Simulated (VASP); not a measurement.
# Fe (Im-3m) in VASP: further runs

The runs below take Fe through single point, relaxation of cell and atoms, with PBEsol.

All numbers are computed with VASP 6.6.1; they aren't measurements. Logs are shortened: lines on timing, memory, paths and dates and some standing lists are left out, and cuts for length are marked.

## 1. The cell of the first run

Symmetry: Im-3m, No. 229, cubic system. The conventional cell has a = 2.796 Å, b = 2.796 Å, c = 2.796 Å, α = 90.00°, β = 90.00°, γ = 90.00°. Fe (site symmetry m-3m) has 14 Fe at 2.42 to 2.80 Å within 3.2 Å.

## 2. Single point, PBEsol, collinear spin, ferromagnetic start

INCAR

```
PREC     = Accurate       # precision mode
ENCUT    = 520            # plane-wave cutoff, eV
EDIFF    = 1E-6           # SCF threshold, eV
ISMEAR   = -1             # smearing method
SIGMA    = 0.05           # smearing width, eV
LREAL    = F              # projectors in reciprocal space
LASPH    = T              # aspherical terms in the spheres
NELM     = 150            # most SCF steps
ALGO     = Normal         # electronic algorithm
ISIF     = 2              # what is computed and relaxed
LWAVE    = F              # write WAVECAR
LCHARG   = F              # write CHGCAR
ISPIN    = 2              # spin polarisation
MAGMOM   = 3.5            # initial moments
LORBIT   = 11             # projections on sites
LMAXMIX  = 4              # l up to which the mixer works
GGA      = PS             # functional
NBANDS   = 14             # bands
```

KPOINTS

```
regular mesh
0
Gamma
  11 11 11
```

POSCAR

```
Fe
1.0
   -1.3977792384      1.3977792384      1.3977792384
    1.3977792384     -1.3977792384      1.3977792384
    1.3977792384      1.3977792384     -1.3977792384
Fe
1
Direct
    0.0000000000      0.0000000000      0.0000000000
```

Potentials or basis: VASP PAW PBE potentials, release 64 (Fe).

The run is started by

```sh
$ cat potpaw_PBE.64/Fe/POTCAR > POTCAR
$ mpirun -np 1 vasp_std > vasp.out
```

OUTCAR:

```text
PREC = Accurate
   ENCUT = 520
   EDIFF = 1E-6
   ISMEAR = -1
   LREAL = F
   LASPH = T
   NELM = 150
   ISIF = 2
   ISPIN = 2
   LORBIT = 11
   GGA = PS

 ion  position               nearest neighbor table
   1  0.000  0.000  0.000-

  LATTYP: Found a body centered cubic cell.
 ALAT       =     2.7955584768

  Lattice vectors:

 A1 = (  -1.3977792384,   1.3977792384,   1.3977792384)
 A2 = (   1.3977792384,  -1.3977792384,   1.3977792384)
 A3 = (   1.3977792384,   1.3977792384,  -1.3977792384)

Analysis of symmetry for initial positions (statically):
=====================================================================
 Subroutine PRICEL returns:
 Original cell was already a primitive cell.

 Routine SETGRP: Setting up the symmetry group for a
 body centered cubic supercell.

 Subroutine GETGRP returns: Found 48 space group operations
 (whereof 48 operations were pure point group operations)
 out of a pool of 48 trial point group operations.

The static configuration has the point symmetry O_h .

Analysis of symmetry for dynamics (positions and initial velocities):
=====================================================================
 Subroutine PRICEL returns:
 Original cell was already a primitive cell.

 Routine SETGRP: Setting up the symmetry group for a
 body centered cubic supercell.

 Subroutine GETGRP returns: Found 48 space group operations
 (whereof 48 operations were pure point group operations)
 out of a pool of 48 trial point group operations.

The dynamic configuration has the point symmetry O_h .

Analysis of structural, dynamic, and magnetic symmetry:
=====================================================================
 Subroutine PRICEL returns:
 Original cell was already a primitive cell.

 Routine SETGRP: Setting up the symmetry group for a
 body centered cubic supercell.

 Subroutine GETGRP returns: Found 48 space group operations
 (whereof 48 operations were pure point group operations)
 out of a pool of 48 trial point group operations.

The overall configuration has the point symmetry O_h .

 Subroutine INISYM returns: Found 48 space group operations
 (whereof 48 operations are pure point group operations),
 and found     1 'primitive' translations

----------------------------------------------------------------------------------------

                                     Primitive cell

  volume of cell :      10.9239

  direct lattice vectors                    reciprocal lattice vectors
    -1.397779238  1.397779238  1.397779238     0.000000000  0.357710278  0.357710278
     1.397779238 -1.397779238  1.397779238     0.357710278  0.000000000  0.357710278
     1.397779238  1.397779238 -1.397779238     0.357710278  0.357710278  0.000000000

  length of vectors
[... 124 lines left out ...]
  free energy    TOTEN  =        -8.91628298 eV

  energy without entropy =       -8.90833340  energy(sigma->0) =       -8.91230819

 E-fermi :   6.1063     XC(G=0): -13.4997

 val. band max:        6.0985592566   @ k =   0.4545   0.0909   0.0000
 cond. band min:       6.1173702249   @ k =  -0.4545  -0.4545   0.3636
 fundamental gap:      0.0188109683
 Fermi energy:         6.1063465059

 spin component 1

 k-point     1 :       0.0000    0.0000    0.0000
  band No.  band energies     occupation
      1      -2.6864      1.00000
      2       3.6645      1.00000
      3       3.6645      1.00000
      4       3.6645      1.00000
      5       5.0313      1.00000
      6       5.0313      1.00000
      7      31.3819      0.00000
      8      31.3819      0.00000
      9      31.3819      0.00000
     10      36.7523      0.00000
     11      36.7523      0.00000
     12      39.2344      0.00000
     13      39.2344      0.00000
     14      39.2344      0.00000
[... 379 lines left out ...]
      3       3.6800      1.00000
      4       5.1902      1.00000
      5       5.3011      1.00000
      6      10.7540      0.00000
      7      14.0235      0.00000
      8      18.8409      0.00000
      9      22.0832      0.00000
     10      36.2513      0.00000
     11      41.0427      0.00000
     12      42.0053      0.00000
     13      47.5480      0.00000
     14      47.9655      0.00000

 [... further k-points ...]

 spin component 2

 k-point     1 :       0.0000    0.0000    0.0000
  band No.  band energies     occupation
      1      -2.3971      1.00000
      2       5.6236      0.99994
      3       5.6236      0.99994
      4       5.6236      0.99994
      5       7.6742      0.00000
      6       7.6743      0.00000
      7      31.3207      0.00000
      8      31.3207      0.00000
      9      31.3207      0.00000
     10      37.0798      0.00000
     11      37.0798      0.00000
     12      40.0197      0.00000
     13      40.0197      0.00000
     14      40.0197      0.00000
[... 379 lines left out ...]
      3       4.9653      1.00000
      4       7.7640      0.00000
      5       7.9739      0.00000
      6      12.0143      0.00000
      7      15.2739      0.00000
      8      19.6038      0.00000
      9      22.7546      0.00000
     10      36.4756      0.00000
     11      41.2403      0.00000
     12      42.5865      0.00000
     13      47.6446      0.00000
     14      48.8092      0.00000

 [... further k-points ...]

------------------------ aborting loop because EDIFF is reached ----------------------------------------

  FORCE on cell =-STRESS in cart. coord.  units (eV):
  Direction    XX          YY          ZZ          XY          YZ          ZX
  --------------------------------------------------------------------------------------
  -------------------------------------------------------------------------------------
  Total        0.0004415      0.0004415      0.0004415     -0.0000000     -0.0000000      0.0000000
  in kB        0.0647587      0.0647587      0.0647587     -0.0000000     -0.0000000      0.0000000
  external PRESSURE =       0.0647587 kB  Pullay stress =       0.0000000 kB

 VOLUME and BASIS-vectors are now :
 -----------------------------------------------------------------------------
  energy-cutoff  :      520.00
  volume of cell :       10.92
      direct lattice vectors                 reciprocal lattice vectors
    -1.397779238  1.397779238  1.397779238     0.000000000  0.357710278  0.357710278
     1.397779238 -1.397779238  1.397779238     0.357710278  0.000000000  0.357710278
     1.397779238  1.397779238 -1.397779238     0.357710278  0.357710278  0.000000000

 POSITION                                       TOTAL-FORCE (eV/Angst)
 -----------------------------------------------------------------------------------
      0.00000      0.00000      0.00000        -0.000000     -0.000000      0.000000
 -----------------------------------------------------------------------------------
    total drift:                                0.000000      0.000000      0.000000

  FREE ENERGIE OF THE ION-ELECTRON SYSTEM (eV)
  ---------------------------------------------------
  free  energy   TOTEN  =        -8.9162829814 eV

  energy  without entropy=       -8.9083333953  energy(sigma->0) =       -8.91230819

 total charge

# of ion       s       p       d       tot
------------------------------------------
    1        0.508   0.581   6.268   7.358

 magnetization (x)

# of ion       s       p       d       tot
------------------------------------------
    1       -0.012  -0.047   2.255   2.196
```

stdout:

```text
POSCAR found type information on POSCAR Fe
 POSCAR found :  1 types and       1 ions
 scaLAPACK will be used
 -----------------------------------------------------------------------------
|                                                                             |
|                                                                             |
|     You enforced a specific xc type in the INCAR file but a different       |
|     I HOPE YOU KNOW WHAT YOU ARE DOING!                                     |
|                                                                             |
 -----------------------------------------------------------------------------

 LDA part: xc-table for (Slater+PW92), standard interpolation
 POSCAR, INCAR and KPOINTS ok, starting setup
 FFT: planning ... GRIDC
 FFT: planning ... GRID_SOFT
 FFT: planning ... GRID
 WAVECAR not read
 entering main loop
```

It took 18 s on 1 thread of Intel Xeon 8259CL, shared host; peak memory 0.13 GiB.

What came out:

```
Free energy                                           : -8.9163 eV
Pressure                                              : 0.0 GPa
Net moment                                            : 2.21 μB per cell
Site moments                                          : Fe +2.20 μB
Valence electrons inside the program's atomic spheres : Fe 7.36
```

Caveat: the PAW data sets were made with another functional, which shifts forces and pressure a little.

## 3. Relaxation of cell and atoms, PBEsol, collinear spin, ferromagnetic start

This run uses another cell than the first one, of 12.02 Å³/atom.

INCAR

```
SYSTEM = Fe
PREC     = Accurate       ! precision mode
ENCUT    = 600            ! plane-wave cutoff, eV
EDIFF    = 1E-7           ! SCF threshold, eV
ISMEAR   = -1             ! smearing method
SIGMA    = 0.05           ! smearing width, eV
LREAL    = .False.        ! projectors in reciprocal space
LASPH    = .True.         ! aspherical terms in the spheres
NELM     = 150            ! most SCF steps
ALGO     = Normal         ! electronic algorithm
ISIF     = 3              ! what is computed and relaxed
LWAVE    = .False.        ! write WAVECAR
LCHARG   = .False.        ! write CHGCAR
ISPIN    = 2              ! spin polarisation
MAGMOM   = 3.5            ! initial moments
LORBIT   = 11             ! projections on sites
LMAXMIX  = 4              ! l up to which the mixer works
GGA      = PS             ! functional
IBRION   = 2              ! ionic algorithm
NSW      = 80             ! ionic steps
EDIFFG   = -0.02          ! ionic threshold
```

KPOINTS

```
regular mesh
0
Gamma
  11 11 11
  0 0 0
```

POSCAR

```
Fe
1.0
   -1.4430000000      1.4430000000      1.4430000000
    1.4430000000     -1.4430000000      1.4430000000
    1.4430000000      1.4430000000     -1.4430000000
Fe
1
Direct
    0.0000000000      0.0000000000      0.0000000000
```

Potentials or basis: VASP PAW PBE potentials, release 64 (Fe).

The run is started by

```sh
$ cat potpaw_PBE.64/Fe/POTCAR > POTCAR
$ mpirun -np 1 vasp_std > vasp.out
```

OUTCAR:

```text
SYSTEM = Fe
   PREC = Accurate
   ENCUT = 600
   EDIFF = 1E-7
   ISMEAR = -1
   LREAL = .False.
   LASPH = .True.
   NELM = 150
   ISIF = 3
   ISPIN = 2
   LORBIT = 11
   GGA = PS
   IBRION = 2
   NSW = 80
   EDIFFG = -0.02

 ion  position               nearest neighbor table
   1  0.000  0.000  0.000-

  LATTYP: Found a body centered cubic cell.
 ALAT       =     2.8860000000

  Lattice vectors:

 A1 = (  -1.4430000000,   1.4430000000,   1.4430000000)
 A2 = (   1.4430000000,  -1.4430000000,   1.4430000000)
 A3 = (   1.4430000000,   1.4430000000,  -1.4430000000)

Analysis of symmetry for initial positions (statically):
=====================================================================
 Subroutine PRICEL returns:
 Original cell was already a primitive cell.

 Routine SETGRP: Setting up the symmetry group for a
 body centered cubic supercell.

 Subroutine GETGRP returns: Found 48 space group operations
 (whereof 48 operations were pure point group operations)
 out of a pool of 48 trial point group operations.

The static configuration has the point symmetry O_h .

Analysis of symmetry for dynamics (positions and initial velocities):
=====================================================================
 Subroutine PRICEL returns:
 Original cell was already a primitive cell.

 Routine SETGRP: Setting up the symmetry group for a
 body centered cubic supercell.

 Subroutine GETGRP returns: Found 48 space group operations
 (whereof 48 operations were pure point group operations)
[... 266 lines left out ...]

 number of electron       8.0000002 magnetization       2.2148718

 Free energy of the ion-electron system (eV)
  ---------------------------------------------------
  ext. energy  EPLUGINS =         0.00000000
  ---------------------------------------------------
  free energy    TOTEN  =        -8.91639889 eV

  energy without entropy =       -8.90845079  energy(sigma->0) =       -8.91242484

 E-fermi :   6.1054     XC(G=0): -13.4993

 val. band max:        6.0979101908   @ k =   0.4545   0.0909   0.0000
 cond. band min:       6.1163492858   @ k =  -0.4545  -0.4545   0.3636
 fundamental gap:      0.0184390950
 Fermi energy:         6.1054014384

 spin component 1

 k-point     1 :       0.0000    0.0000    0.0000
  band No.  band energies     occupation
      1      -2.6868      1.00000
      2       3.6637      1.00000
      3       3.6637      1.00000
      4       3.6637      1.00000
      5       5.0303      1.00000
      6       5.0303      1.00000
      7      31.3812      0.00000
      8      31.3812      0.00000
      9      31.3812      0.00000
     10      36.7503      0.00000
[... 287 lines left out ...]
 k-point    24 :       0.3636    0.1818    0.0909
  band No.  band energies     occupation
      1       1.8537      1.00000
      2       2.4616      1.00000
      3       3.6793      1.00000
      4       5.1892      1.00000
      5       5.3000      1.00000
      6      10.7531      0.00000
      7      14.0224      0.00000
      8      18.8398      0.00000
      9      22.0820      0.00000
     10      36.2498      0.00000

 [... further k-points ...]

 spin component 2

 k-point     1 :       0.0000    0.0000    0.0000
  band No.  band energies     occupation
      1      -2.3975      1.00000
      2       5.6228      0.99994
      3       5.6228      0.99994
      4       5.6229      0.99994
      5       7.6733      0.00000
      6       7.6733      0.00000
      7      31.3201      0.00000
      8      31.3201      0.00000
      9      31.3201      0.00000
     10      37.0779      0.00000
[... 327 lines left out ...]
  FREE ENERGIE OF THE ION-ELECTRON SYSTEM (eV)
  ---------------------------------------------------
  free  energy   TOTEN  =        -8.9163988926 eV

  energy  without entropy=       -8.9084507937  energy(sigma->0) =       -8.91242484

 reached required accuracy - stopping structural energy minimisation

 total charge

# of ion       s       p       d       tot
------------------------------------------
    1        0.508   0.581   6.269   7.358

 magnetization (x)

# of ion       s       p       d       tot
------------------------------------------
    1       -0.012  -0.047   2.255   2.196
```

OSZICAR:

```text
N       E                     dE             d eps       ncg     rms          rms(c)
DAV:   1     0.201961347863E+02    0.20196E+02   -0.44653E+03  2312   0.110E+03
DAV:   2    -0.919396518113E+01   -0.29390E+02   -0.27099E+02  2260   0.141E+02
[... 39 lines left out ...]
DAV:   1    -0.891673720122E+01   -0.35977E-03   -0.63013E-03  2398   0.136E+00    0.180E-01
DAV:   2    -0.891644087281E+01    0.29633E-03   -0.32536E-03  2440   0.816E-01    0.173E-01
DAV:   3    -0.891640591761E+01    0.34955E-04   -0.25440E-04  2426   0.239E-01    0.575E-02
DAV:   4    -0.891640213225E+01    0.37854E-05   -0.28578E-06  2502   0.269E-02    0.139E-02
DAV:   5    -0.891639881832E+01    0.33139E-05   -0.29097E-06  2352   0.172E-02    0.245E-03
DAV:   6    -0.891639889257E+01   -0.74251E-07   -0.10261E-07  1398   0.289E-03
   4 F= -.89163989E+01 E0= -.89124248E+01  d E =-.680021E-01  mag=     2.2148
```

CONTCAR:

```text
Fe
   1.00000000000000
    -1.3977952243565244    1.3977952243565244    1.3977952243565244
     1.3977952243565244   -1.3977952243565244    1.3977952243565244
     1.3977952243565244    1.3977952243565244   -1.3977952243565244
  Fe
     1
Direct
     0.0000000000000000    0.0000000000000000    0.0000000000000000

  0.00000000E+00  0.00000000E+00  0.00000000E+00
```

Wall time 70 s (1 thread of Intel Xeon 8259CL, shared host); peak memory 0.15 GiB.

Results:

```yaml
Free_energy: -8.9164 eV
Relaxed_volume: 10.92 Å³/atom
Relaxed_cell: a = 2.421 Å, b = 2.421 Å, c = 2.421 Å, α = 109.47°, β = 109.47°, γ = 109.47°
Space_group_after_relaxing_to_0.1_Å: Im-3m (No. 229)
Energy_gained_by_relaxing: 68.0 meV/atom
Ionic_steps: 4
Pressure_after_relaxing: 0.0 GPa
Net_moment: 2.21 μB per cell
Site_moments: Fe +2.20 μB
Valence_electrons_inside_the_program's_atomic_spheres: Fe 7.36
```

The path:
```tsv
step	energy change (eV)	largest force (eV/Å)	pressure (GPa)	volume (Å³)
1	0.0000	0.0000	-17.85	12.02
2	0.0082	0.0000	25.01	9.84
3	-0.0680	0.0000	0.40	10.90
4	-0.0680	0.0000	-0.05	10.92
```

Final structure:
```
CELL_PARAMETERS angstrom
-1.39780 1.39780 1.39780
1.39780 -1.39780 1.39780
1.39780 1.39780 -1.39780
ATOMIC_POSITIONS crystal
Fe 0.00000 0.00000 0.00000
```

Levels at points of the mesh, in eV from the Fermi level:
Spin up:
```csv
k point,band 3,band 4,band 5,band 6,band 7,band 8
"(0.00, 0.00, 0.00)",-2.44,-2.44,-1.08,-1.08,25.28,25.28
```
Spin down:
```
           k point  band 1  band 2  band 3  band 4  band 5  band 6
(0.00, 0.00, 0.00)   -8.50   -0.48   -0.48   -0.48    1.57    1.57
```

Caveat: the PAW data sets were made with another functional, which shifts forces and pressure a little.
